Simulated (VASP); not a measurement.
Crystal: Ge4I.

```xyz
5
Lattice="-3.1519 3.1519 3.1519 3.1519 -3.1519 3.1519 3.1519 3.1519 -3.1519" Properties=species:S:1:pos:R:3 pbc="T T T"
Ge    1.5760    1.5760   -1.5760
Ge    1.5760   -1.5760    1.5760
Ge   -1.5760    1.5760    1.5760
Ge    1.5760    1.5760    1.5760
I     0.0000    0.0000    0.0000
```

| Item | Value |
| --- | --- |
| Program | VASP 6.6.1 |
| Task | relaxation of cell and atoms |
| Functional | PBE |
| Potentials or basis | VASP PAW PBE potentials, release 64 (Ge_d, I) |
| Cutoff | 600 eV |
| k mesh | 4 × 4 × 4 |
| Occupations | gaussian, width 0.1 eV |
| Spin | no spin polarisation |

At the start: pressure 7.8 GPa; volume 25.05 Å³/atom.

Question: Where does the relaxation end?

Answer: Over 3 steps the energy falls by 85.8 meV/atom and the volume is 29.06 Å³/atom (+16.0 %); space group Im-3m (No. 229, to 0.05 Å).

Step by step:
```
step  energy change (eV)  largest force (eV/Å)  pressure (GPa)  volume (Å³)
   1              0.0000                0.0000            7.82       125.25
   2             -0.4210                0.0000           -0.79       148.76
   3             -0.4292                0.0000            0.04       145.31
```

Final structure:
```
Ge I
1.0
    -3.31191    3.31191    3.31191
     3.31191   -3.31191    3.31191
     3.31191    3.31191   -3.31191
Ge I
4 1
Cartesian
  1.6560 1.6560 -1.6560
  1.6560 -1.6560 1.6560
  -1.6560 1.6560 1.6560
  1.6560 1.6560 1.6560
  0.0000 0.0000 0.0000
```

Caveat: the volume moved by over 15 % at a fixed basis, so the end points are rough; an odd number of electrons without spin polarisation forces a metal; a magnetic or distorted state may lie lower.
